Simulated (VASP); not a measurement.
Runs of VASP 6.6.1 on MgI2. The structure is that of space group P-3m1 (No. 164), or close to it. The cells are those of the table. 

```csv
cell,gap on the mesh (eV),pressure (GPa),largest force (eV/Å)
"a = 4.216, b = 4.216, c = 6.965 Å, angles 90.0, 90.0, 120.0°, 3 atoms",3.47,-0.1,0.17
"a = 4.278, b = 4.278, c = 7.068 Å, angles 90.0, 90.0, 120.0°, 3 atoms",(b),-1.2,0.35
"a = 4.216, b = 4.216, c = 6.862 Å, angles 90.0, 90.0, 120.0°, 3 atoms",3.42,0.3,0.07
"a = 4.278, b = 4.278, c = 6.965 Å, angles 90.0, 90.0, 120.0°, 3 atoms",(c),-0.9,0.26
"a = 4.278, b = 4.278, c = 6.759 Å, angles 90.0, 90.0, 120.0°, 3 atoms",(a),-0.1,0.07
```

Alike in all rows: task single point; level PBE; potentials or basis VASP PAW PBE potentials, release 64 (Mg, I); no spin polarisation; k mesh 6 × 6 × 4; cutoff (eV) 520; smearing gaussian 0.05 eV.

Q: Fill in the values left out.

A: (a) 3.23; (b) 3.34; (c) 3.31.

Caveats: spin-orbit coupling is left out, which moves the levels of the heavy elements; this functional lacks dispersion, which binds the layers, so the pressure and a relaxed spacing across them are unreliable.

A k mesh can miss the band edges, and the runs leave out spin-orbit coupling on I.
